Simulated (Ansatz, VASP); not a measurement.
# V: VASP beside Ansatz

File INCAR:

```
PREC     = Accurate       # precision mode
ENCUT    = 520            # plane-wave cutoff, eV
EDIFF    = 1E-6           # SCF threshold, eV
ISMEAR   = -1             # smearing method
SIGMA    = 0.1            # smearing width, eV
LREAL    = False          # projectors in reciprocal space
LASPH    = True           # aspherical terms in the spheres
NELM     = 60             # most SCF steps
ALGO     = Normal         # electronic algorithm
ISIF     = 2              # what is computed and relaxed
LWAVE    = False          # write WAVECAR
LCHARG   = False          # write CHGCAR
GGA      = RP             # functional
NBANDS   = 12             # bands
```

File KPOINTS:

```
regular mesh
0
Gamma
  14 14 14
```

File POSCAR:

```
V
1.0
    2.4702514793      0.0000000000      0.0000000000
    0.0000000000      2.4702514793      0.0000000000
    0.0000000000      0.0000000000      2.4702514793
V
1
Direct
    0.0000000000      0.0000000000      0.0000000000
```

Input for Ansatz:

```yaml
crystal:
  lattice:
    - [2.4702514793, 0.0, 0.0]
    - [0.0, 2.4702514793, 0.0]
    - [0.0, 0.0, 2.4702514793]
  atoms:
    - { symbol: V, position: [0.0, 0.0, 0.0] }
hamiltonian:
  xc: rpbe
  pseudopotentials:
    kind: paw
    azcp:
      V: "pseudopotentials/V.paw.azcp"
basis:
  ecutwfc: 420
  fft_grid_basis: typed
kpoints:
  mp_grid: { grid: [14, 14, 14], shift: [0, 0, 0] }
magnetization:
  spin_polarized: false
scf:
  occupations: { method: fermi_dirac, width: 0.1 }
  lower_state_search: "off"
output:
  stress: true
  write_density: true
  write_potential: true
  elf: true
  volumetric_format: npy
```

Alike in both runs: task single point; functional RPBE; k mesh 14 × 14 × 14; occupations fermi-dirac, width 0.1 eV; no spin polarisation.

|  | VASP | Ansatz |
| --- | --- | --- |
| version | VASP 6.6.1 | Ansatz 0.2.0 |
| potentials or method | VASP PAW PBE potentials, release 64 (V_sv), cutoff 520 eV | plane waves (420 eV) with PAW, scalar-relativistic |
| valence electrons in the cell | 13 | 13 |

Ansatz gave:

- pressure (GPa): 0.5

Question: Estimate VASP's values.

Answer: Pressure (GPa): 0.8.

VASP's potentials were made for PBE, not for RPBE.
